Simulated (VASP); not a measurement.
Write the native input for VASP 6.6.1 that does the following.

```yaml
Task: single point
Functional: PBE
Potentials_or_basis: VASP PAW PBE potentials, release 64 (Rb_sv, Br)
Cutoff: 520 eV
k_mesh: 6 × 6 × 6
Occupations: gaussian, width 0.05 eV
Spin: no spin polarisation
Dipole_correction: no
Further_INCAR_settings: ALGO = Normal; EDIFF = 1e-06; NBANDS = 15
```

The structure of RbBr lies in POSCAR:

```
RbBr
1.0
    0.0000000000      3.1063432500      3.4275000000
    3.7486567500      0.0000000000      3.4275000000
    3.7486567500      3.1063432500      0.0000000000
Rb Br
1 1
Direct
    0.0000000000      0.0000000000      0.0000000000
    0.5000000000      0.5000000000      0.5000000000
```

This cell differs from its parent crystal: strain +0.0937 x Voigt [1, -1, 0, 0, 0, 0].

These files were run (other wordings do the same):

INCAR

```
SYSTEM = RbBr
PREC = Accurate
ENCUT = 520
EDIFF = 1E-6
ISMEAR = 0
SIGMA = 0.05
LREAL = .False.
LASPH = .True.
NELM = 80
ALGO = Normal
ISIF = 2
LWAVE = .False.
LCHARG = .False.
GGA = PE
NBANDS = 15
```

KPOINTS

```
regular mesh
0
Gamma
  6 6 6
  0 0 0
```

Potentials or basis: VASP PAW PBE potentials, release 64 (Rb_sv, Br).

Command:

```bash
$ cat potpaw_PBE.64/Rb_sv/POTCAR potpaw_PBE.64/Br/POTCAR > POTCAR
$ mpirun -np 1 vasp_std > vasp.out
```

Results of the run:

```
Pressure               : 2.5 GPa
Band gap on the k mesh : 4.11 eV
```

Caveat: the cell differs from its parent crystal (strain +0.0937 x Voigt [1, -1, 0, 0, 0, 0]).

It took 75 s on 1 thread of Intel Xeon 8259CL (shared host), peak memory 0.24 GiB.
